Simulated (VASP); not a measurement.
# MgI2 (rvv) (P-3m1) in VASP: further runs, part 2 of 2

VASP 6.6.1. Earlier steps stand in the parts before.

### 3 Relaxation of cell and atoms, r2SCAN+rVV10

This run uses another cell than the first one, of 34.18 Å³/atom, 0.998 times its volume.

POSCAR reads:

```
MgI2
1.0
    4.1537000000      0.0000000000      0.0000000000
   -2.0768500000      3.5972097197      0.0000000000
    0.0000000000      0.0000000000      6.8620000000
Mg I
1 2
Direct
    0.0000000000      0.0000000000      0.0000000000
    0.3333333333      0.6666666667      0.7576300000
    0.6666666667      0.3333333333      0.2423700000
```

INCAR.step1 reads:

```
  PREC = Accurate
  ENCUT = 600
  ISMEAR = 0
  SIGMA = 0.02
  LREAL = False
  LASPH = True
  NELM = 100
  GGA = PE
  ALGO = Normal
  EDIFF = 1E-4
  LWAVE = True
  LCHARG = False
```

INCAR.step2 reads:

```
  PREC = Accurate
  ENCUT = 600
  EDIFF = 1E-6
  ISMEAR = 0
  SIGMA = 0.02
  LREAL = False
  LASPH = True
  NELM = 100
  ALGO = Normal
  ISIF = 3
  LWAVE = False
  LCHARG = False
  METAGGA = R2SCAN
  LMIXTAU = True
  LUSE_VDW = True
  IVDW_NL = 2
  BPARAM = 11.95
  CPARAM = 0.0093
  IBRION = 2
  NSW = 100
  EDIFFG = -0.002
  ISTART = 1
```

KPOINTS reads:

```
Automatic mesh
0
Gamma
  6 6 4
```

Potentials or basis: VASP PAW PBE potentials, release 64 (Mg, I).

The run is started by

```
$ cat potpaw_PBE.64/Mg/POTCAR potpaw_PBE.64/I/POTCAR > POTCAR
$ cp INCAR.step1 INCAR
$ mpirun -np 1 vasp_std > vasp.out
$ cp INCAR.step2 INCAR
$ mpirun -np 1 vasp_std > vasp.out
```

OUTCAR:

```text
PREC = Accurate
   ENCUT = 600
   EDIFF = 1E-6
   ISMEAR = 0
   LREAL = False
   LASPH = True
   NELM = 100
   ISIF = 3
   METAGGA = R2SCAN
   IVDW_NL = 2
   BPARAM = 11.95
   IBRION = 2
   NSW = 100
   EDIFFG = -0.002
   ISTART = 1

 ion  position               nearest neighbor table
   1  0.000  0.000  0.000-   2 2.92   3 2.92   3 2.92   2 2.92   3 2.92   2 2.92
   2  0.333  0.667  0.758-   1 2.92   1 2.92   1 2.92
   3  0.667  0.333  0.242-   1 2.92   1 2.92   1 2.92

  LATTYP: Found a hexagonal cell.
 ALAT       =     4.1537000000
 C/A-ratio  =     1.6520210896

  Lattice vectors:

 A1 = (   4.1537000000,   0.0000000000,   0.0000000000)
 A2 = (  -2.0768500000,   3.5972097197,   0.0000000000)
 A3 = (   0.0000000000,   0.0000000000,   6.8620000000)

Analysis of symmetry for initial positions (statically):
=====================================================================
 Subroutine PRICEL returns:
 Original cell was already a primitive cell.

 Routine SETGRP: Setting up the symmetry group for a
 hexagonal supercell.

[... 162 lines left out ...]

 number of electron      16.0000001 magnetization

 Free energy of the ion-electron system (eV)
  ---------------------------------------------------
  ext. energy  EPLUGINS =         0.00000000
  ---------------------------------------------------
  free energy    TOTEN  =       -56.37206623 eV

  energy without entropy =      -56.37206623  energy(sigma->0) =      -56.37206623

------------------------ aborting loop because EDIFF is reached ----------------------------------------

  FORCE on cell =-STRESS in cart. coord.  units (eV):
  Direction    XX          YY          ZZ          XY          YZ          ZX
  --------------------------------------------------------------------------------------
  -------------------------------------------------------------------------------------
  Total        0.0524582      0.0524582      0.1133711     -0.0000000      0.0000000      0.0000000
  in kB        0.8197324      0.8197324      1.7715824     -0.0000000      0.0000000      0.0000000
  external PRESSURE =       1.1370158 kB  Pullay stress =       0.0000000 kB
[... 283 lines left out ...]
--------------------------------------- Ionic step        9  -------------------------------------------

 number of electron      16.0000000 magnetization

 Free energy of the ion-electron system (eV)
  ---------------------------------------------------
  ext. energy  EPLUGINS =         0.00000000
  ---------------------------------------------------
  free energy    TOTEN  =       -56.37227506 eV

  energy without entropy =      -56.37227506  energy(sigma->0) =      -56.37227506

 E-fermi :   2.0709     XC(G=0):  -8.6091

 val. band max:        1.9689468514   @ k =   0.0000   0.0000   0.0000
 cond. band min:       6.0518817095   @ k =   0.5000  -0.0000   0.2500
 fundamental gap:      4.0829348580
 Fermi energy:         2.0709076938

 k-point     1 :       0.0000    0.0000    0.0000
  band No.  band energies     occupation
      1     -10.4753      2.00000
      2      -9.7231      2.00000
      3      -1.6003      2.00000
      4       1.4991      2.00000
      5       1.4991      2.00000
      6       1.8969      2.00000
      7       1.8969      2.00000
      8       1.9689      2.00000
      9       6.4099      0.00000
     10       7.3555      0.00000
     11       9.2446      0.00000
     12       9.2446      0.00000
[... 373 lines left out ...]
  FREE ENERGIE OF THE ION-ELECTRON SYSTEM (eV)
  ---------------------------------------------------
  free  energy   TOTEN  =       -56.3722750605 eV

  energy  without entropy=      -56.3722750605  energy(sigma->0) =      -56.37227506

 reached required accuracy - stopping structural energy minimisation
```

OUTCAR.step1:

```text
PREC = Accurate
   ENCUT = 600
   ISMEAR = 0
   LREAL = False
   LASPH = True
[... 583 lines left out ...]
      0.00000      0.00000      0.00000        -0.000000      0.000000      0.000000
     -0.00000      2.39814      5.19886        -0.000000      0.000000     -0.029731
      2.07685      1.19907      1.66314         0.000000     -0.000000      0.029731
 -----------------------------------------------------------------------------------
    total drift:                               -0.000000      0.000000     -0.000000

  FREE ENERGIE OF THE ION-ELECTRON SYSTEM (eV)
  ---------------------------------------------------
  free  energy   TOTEN  =        -7.6955713663 eV

  energy  without entropy=       -7.6955713663  energy(sigma->0) =       -7.69557137
```

OSZICAR.step1:

```text
N       E                     dE             d eps       ncg     rms          rms(c)
DAV:   1     0.845158687888E+02    0.84516E+02   -0.62907E+03   576   0.116E+03
DAV:   2    -0.140385133805E+01   -0.85920E+02   -0.79915E+02   844   0.161E+02
DAV:   3    -0.772610087949E+01   -0.63222E+01   -0.62972E+01   732   0.510E+01
DAV:   4    -0.784377816260E+01   -0.11768E+00   -0.11765E+00   768   0.868E+00
DAV:   5    -0.784555667655E+01   -0.17785E-02   -0.17785E-02   736   0.107E+00    0.403E+00
DAV:   6    -0.772084819057E+01    0.12471E+00   -0.14725E-01   636   0.212E+00    0.278E+00
DAV:   7    -0.769721038165E+01    0.23638E-01   -0.14241E-01   664   0.215E+00    0.727E-01
DAV:   8    -0.769542851830E+01    0.17819E-02   -0.97857E-03   636   0.603E-01    0.244E-01
DAV:   9    -0.769558540121E+01   -0.15688E-03   -0.97355E-04   704   0.228E-01    0.978E-02
DAV:  10    -0.769557136630E+01    0.14035E-04   -0.28352E-05   432   0.487E-02
   1 F= -.76955714E+01 E0= -.76955714E+01  d E =-.679235E-20
```

Run time: 19 min. Hardware: 1 thread of Intel Xeon Platinum 8488C (Sapphire Rapids), shared host; peak memory 0.55 GiB.

What came out:

| Quantity | Value |
| --- | --- |
| Free energy | -56.3723 eV |
| Relaxed volume | 34.35 Å³/atom |
| Relaxed cell | a = 4.154 Å, b = 4.154 Å, c = 6.894 Å, α = 90.00°, β = 90.00°, γ = 120.00° |
| Space group after relaxing (to 0.05 Å) | P-3m1 (No. 164) |
| Energy gained by relaxing | 0.1 meV/atom |
| Ionic steps | 9 |
| Pressure after relaxing | 0.0 GPa |
| Band gap on the k mesh | 4.08 eV, indirect (least direct gap 4.44 eV) |

The path:
| step | energy change (eV) | largest force (eV/Å) | pressure (GPa) | volume (Å³) |
| --- | --- | --- | --- | --- |
| 1 | 0.0000 | 0.0162 | 0.11 | 102.53 |
| 2 | -0.0001 | 0.0092 | -0.02 | 102.89 |
| 3 | -0.0001 | 0.0056 | -0.01 | 102.85 |
| 4 | -0.0001 | 0.0051 | -0.01 | 102.84 |
| 5 | -0.0001 | 0.0058 | 0.00 | 102.84 |
| 6 | -0.0002 | 0.0075 | 0.01 | 102.83 |
| 7 | -0.0002 | 0.0073 | 0.01 | 102.89 |
| 8 | -0.0002 | 0.0062 | -0.02 | 103.05 |
| 9 | -0.0002 | 0.0001 | 0.00 | 103.04 |

Final structure:
```xyz
3
Lattice="4.1541 0.0000 0.0000 -2.0771 3.5976 0.0000 0.0000 0.0000 6.8945" Properties=species:S:1:pos:R:3 pbc="T T T"
Mg    0.0000    0.0000    0.0000
I     0.0000    2.3984    5.2271
I     2.0771    1.1992    1.6674
```

Levels at points of the mesh, in eV from the valence-band top:
| k point | band 5 | band 6 | band 7 | band 8 | band 9 | band 10 | band 11 | band 12 |
| --- | --- | --- | --- | --- | --- | --- | --- | --- |
| (0.00, 0.00, 0.00) | -0.47 | -0.07 | -0.07 | 0.00 | 4.44 | 5.39 | 7.28 | 7.28 |
| (0.50, 0.00, 0.00) | -1.89 | -1.42 | -0.92 | -0.47 | 4.18 | 5.92 | 5.96 | 7.52 |
| (0.00, 0.00, 0.50) | -0.37 | -0.37 | -0.17 | -0.17 | 5.39 | 5.50 | 7.09 | 7.09 |
| (0.50, 0.00, 0.50) | -1.25 | -1.15 | -0.82 | -0.71 | 4.11 | 5.70 | 6.18 | 6.58 |

Caveat: the PAW data sets were made with another functional, which shifts forces and pressure a little; spin-orbit coupling is left out, which moves the levels of the heavy elements. r2SCAN opens gaps a little over a GGA but as a rule still falls short of measured ones.

### 4 Single point, r2SCAN+rVV10

This run uses another cell than the first one, of 34.18 Å³/atom, 0.998 times its volume.

POSCAR is that of step 3.

INCAR.step1 reads:

```
SYSTEM = MgI2
ALGO = Normal
EDIFF = 1E-4
ENCUT = 520
GGA = PE
ISMEAR = 0
LASPH = .True.
LCHARG = .False.
LREAL = .False.
LWAVE = .True.
NBANDS = 15
NELM = 100
PREC = Accurate
SIGMA = 0.1
```

INCAR.step2 reads:

```
SYSTEM = MgI2
ALGO = Normal
BPARAM = 11.95
CPARAM = 0.0093
EDIFF = 1E-7
ENCUT = 520
ISIF = 2
ISMEAR = 0
ISTART = 1
IVDW_NL = 2
LASPH = .True.
LCHARG = .False.
LMIXTAU = .True.
LREAL = .False.
LUSE_VDW = .True.
LWAVE = .False.
METAGGA = R2SCAN
NBANDS = 15
NELM = 100
PREC = Accurate
SIGMA = 0.1
```

KPOINTS reads:

```
k-points
0
Gamma
  6 6 4
  0 0 0
```

Potentials or basis: VASP PAW PBE potentials, release 64 (Mg, I).

The run is started by

```
$ cat potpaw_PBE.64/Mg/POTCAR potpaw_PBE.64/I/POTCAR > POTCAR
$ cp INCAR.step1 INCAR
$ mpirun -np 1 vasp_std > vasp.out
$ cp INCAR.step2 INCAR
$ mpirun -np 1 vasp_std > vasp.out
```

OUTCAR:

```text
SYSTEM = MgI2
   BPARAM = 11.95
   EDIFF = 1E-7
   ENCUT = 520
   ISIF = 2
   ISMEAR = 0
   ISTART = 1
   IVDW_NL = 2
   LASPH = .True.
   LREAL = .False.
   METAGGA = R2SCAN
   NELM = 100
   PREC = Accurate

 ion  position               nearest neighbor table
   1  0.000  0.000  0.000-   2 2.92   3 2.92   3 2.92   2 2.92   3 2.92   2 2.92
   2  0.333  0.667  0.758-   1 2.92   1 2.92   1 2.92
   3  0.667  0.333  0.242-   1 2.92   1 2.92   1 2.92

  LATTYP: Found a hexagonal cell.
 ALAT       =     4.1537000000
 C/A-ratio  =     1.6520210896

  Lattice vectors:

 A1 = (   4.1537000000,   0.0000000000,   0.0000000000)
 A2 = (  -2.0768500000,   3.5972097197,   0.0000000000)
 A3 = (   0.0000000000,   0.0000000000,   6.8620000000)

Analysis of symmetry for initial positions (statically):
=====================================================================
 Subroutine PRICEL returns:
 Original cell was already a primitive cell.

 Routine SETGRP: Setting up the symmetry group for a
 hexagonal supercell.

 Subroutine GETGRP returns: Found 12 space group operations
 (whereof 12 operations were pure point group operations)
 out of a pool of 24 trial point group operations.

The static configuration has the point symmetry D_3d.

Analysis of symmetry for dynamics (positions and initial velocities):
=====================================================================
 Subroutine PRICEL returns:
 Original cell was already a primitive cell.

 Routine SETGRP: Setting up the symmetry group for a
 hexagonal supercell.

 Subroutine GETGRP returns: Found 12 space group operations
 (whereof 12 operations were pure point group operations)
 out of a pool of 24 trial point group operations.

The dynamic configuration has the point symmetry D_3d.

 Subroutine INISYM returns: Found 12 space group operations
 (whereof 12 operations are pure point group operations),
 and found     1 'primitive' translations
[... 125 lines left out ...]
   BPARAM     =11.9500
   IVDW    =     0    specifies the selected vdW correction
   LEPSILON=     F    determine dielectric tensor
   LRPA    =     F    only Hartree local field effects (RPA)
 non-spin polarized calculation
 Gauss-broadening in eV      SIGMA  =   0.10
  energy-cutoff  :      520.00
  volume of cell :      102.53
 maximum number of plane-waves:      2798
 NGX is ok and might be reduce to    32
   NGX = 15   NGY = 15   NGZ = 25

 number of electron      16.0000001 magnetization

 Free energy of the ion-electron system (eV)
  ---------------------------------------------------
  ext. energy  EPLUGINS =         0.00000000
  ---------------------------------------------------
  free energy    TOTEN  =       -56.36983240 eV

  energy without entropy =      -56.36983240  energy(sigma->0) =      -56.36983240

 E-fermi :   2.5227     XC(G=0):  -8.6327

 val. band max:        2.0373803717   @ k =   0.0000   0.0000   0.0000
 cond. band min:       6.0984587527   @ k =   0.5000  -0.0000   0.2500
 fundamental gap:      4.0610783811
 Fermi energy:         2.5226862581

 k-point     1 :       0.0000    0.0000    0.0000
  band No.  band energies     occupation
      1     -10.4453      2.00000
      2      -9.6784      2.00000
      3      -1.5722      2.00000
      4       1.5311      2.00000
      5       1.5311      2.00000
      6       1.9370      2.00000
      7       1.9370      2.00000
      8       2.0374      2.00000
      9       6.4653      0.00000
     10       7.3886      0.00000
     11       9.2844      0.00000
     12       9.2844      0.00000
     13      10.0904      0.00000
     14      10.7475      0.00000
[... 401 lines left out ...]
      2      -9.4950      2.00000
      3      -1.1779      2.00000
      4      -0.8249      2.00000
      5      -0.8249      2.00000
      6      -0.2533      2.00000
      7       1.4561      2.00000
      8       1.4561      2.00000
      9       7.4650      0.00000
     10       8.3544      0.00000
     11       8.3544      0.00000
     12       9.7750      0.00000
     13      10.9498      0.00000
     14      11.2076      0.00000
     15      11.4300      0.00000

------------------------ aborting loop because EDIFF is reached ----------------------------------------

  FORCE on cell =-STRESS in cart. coord.  units (eV):
  Direction    XX          YY          ZZ          XY          YZ          ZX
  --------------------------------------------------------------------------------------
  -------------------------------------------------------------------------------------
  Total        0.0487556      0.0487556      0.1099745      0.0000000      0.0000000      0.0000000
  in kB        0.7618741      0.7618741      1.7185062      0.0000000      0.0000000      0.0000000
  external PRESSURE =       1.0807514 kB  Pullay stress =       0.0000000 kB

 VOLUME and BASIS-vectors are now :
 -----------------------------------------------------------------------------
  energy-cutoff  :      520.00
  volume of cell :      102.53
      direct lattice vectors                 reciprocal lattice vectors
     4.153700000  0.000000000  0.000000000     0.240749212  0.138996622  0.000000000
    -2.076850000  3.597209720  0.000000000     0.000000000  0.277993244  0.000000000
     0.000000000  0.000000000  6.862000000     0.000000000  0.000000000  0.145730108

 POSITION                                       TOTAL-FORCE (eV/Angst)
 -----------------------------------------------------------------------------------
      0.00000      0.00000      0.00000        -0.000000      0.000000      0.000000
     -0.00000      2.39814      5.19886         0.000000      0.000000     -0.016901
      2.07685      1.19907      1.66314        -0.000000     -0.000000      0.016901
 -----------------------------------------------------------------------------------
    total drift:                               -0.000000      0.000000     -0.000000

  FREE ENERGIE OF THE ION-ELECTRON SYSTEM (eV)
  ---------------------------------------------------
  free  energy   TOTEN  =       -56.3698323977 eV

  energy  without entropy=      -56.3698323977  energy(sigma->0) =      -56.36983240
```

OSZICAR.step1:

```text
N       E                     dE             d eps       ncg     rms          rms(c)
DAV:   1     0.753478779363E+02    0.75348E+02   -0.57921E+03   720   0.842E+02
DAV:   2    -0.187168955467E+01   -0.77220E+02   -0.70404E+02  1014   0.131E+02
DAV:   3    -0.773421454913E+01   -0.58625E+01   -0.58385E+01   965   0.413E+01
DAV:   4    -0.784371760781E+01   -0.10950E+00   -0.10949E+00   961   0.676E+00
DAV:   5    -0.784542548688E+01   -0.17079E-02   -0.17078E-02   986   0.796E-01    0.402E+00
DAV:   6    -0.772062752746E+01    0.12480E+00   -0.11072E-01   825   0.170E+00    0.274E+00
DAV:   7    -0.769714658059E+01    0.23481E-01   -0.12041E-01   895   0.173E+00    0.738E-01
DAV:   8    -0.769538326231E+01    0.17633E-02   -0.76189E-03   832   0.497E-01    0.268E-01
DAV:   9    -0.769553340132E+01   -0.15014E-03   -0.10078E-03  1014   0.188E-01    0.986E-02
DAV:  10    -0.769551791869E+01    0.15483E-04   -0.34059E-05   612   0.430E-02
   1 F= -.76955179E+01 E0= -.76955179E+01  d E =-.312991E-10
```

Run time: 4.6 min. Hardware: 1 thread of Intel Xeon Platinum 8488C (Sapphire Rapids), shared host; peak memory 0.46 GiB.

Results:

```
Free energy            : -56.3698 eV
Pressure               : 0.1 GPa
Largest force          : 0.017 eV/Å
Band gap on the k mesh : 4.06 eV, indirect (least direct gap 4.43 eV)
```

Forces on the atoms (eV/Å):
```
Mg   0.000  0.000  0.000
I    0.000  0.000 -0.017
I    0.000  0.000  0.017
```

Stress tensor (GPa, compression positive):
```
0.08 0.00 0.00
0.00 0.08 0.00
0.00 0.00 0.17
```

Caveat: the PAW data sets were made with another functional, which shifts forces and pressure a little; spin-orbit coupling is left out, which moves the levels of the heavy elements. A k mesh can miss the band edges.

### 5 The runs side by side

```tsv
task	cell	cutoff (eV)	smearing	gap on the mesh (eV)	pressure (GPa)	largest force (eV/Å)
single point	a = 4.155, b = 4.155, c = 6.875 Å, angles 90.0, 90.0, 120.0°, 3 atoms	520	gaussian 0.02 eV	4.07	0.0	0.01
relaxation of cell and atoms	relaxed from a = 4.154, b = 4.154, c = 6.862 Å, angles 90.0, 90.0, 120.0°, 3 atoms	600	gaussian 0.02 eV	4.08	0.0	-
single point	a = 4.154, b = 4.154, c = 6.862 Å, angles 90.0, 90.0, 120.0°, 3 atoms	520	gaussian 0.1 eV	4.06	0.1	0.02
```

Alike in all rows: level r2SCAN+rVV10; potentials or basis VASP PAW PBE potentials, release 64 (Mg, I); no spin polarisation; k mesh 6 × 6 × 4.

Caveats: the PAW data sets were made with another functional, which shifts forces and pressure a little; spin-orbit coupling is left out, which moves the levels of the heavy elements.

Total energies depend on the potentials used, so only differences within one code and one set of settings carry meaning.
